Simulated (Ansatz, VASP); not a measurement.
# One calculation of Sn, two programs

```xyz
2
Lattice="0.0000 3.3273 3.3273 3.3273 0.0000 3.3273 3.3273 3.3273 0.0000" Properties=species:S:1:pos:R:3 pbc="T T T"
Sn    0.0000    0.0000    0.0000
Sn    1.6637    1.6637    1.6637
```

Alike in both runs: task relaxation of cell and atoms; functional PBE; dispersion D3(BJ); k mesh 12 × 12 × 12; occupations gaussian, width 0.1 eV; no spin polarisation.

```csv
,VASP,Ansatz
version,VASP 6.6.1,Ansatz 0.2.0
potentials or method,"VASP PAW PBE potentials, release 64 (Sn_d), cutoff 600 eV","scalar-relativistic, plane waves, PAW"
valence electrons in the cell,28,28
```

|  | VASP | Ansatz | Ansatz less VASP |
| --- | --- | --- | --- |
| gap on the k mesh at the Fermi level, each at its own relaxed structure (eV) | none | none | - |
| relaxed volume (Å³/atom) | 35.50 | 35.53 | +0.033 |
| relaxed cell length with the largest relative difference (Å) | 4.648 | 4.649 | +0.0014 |

A gap of «none» marks a metal or a gap that the smearing closes.
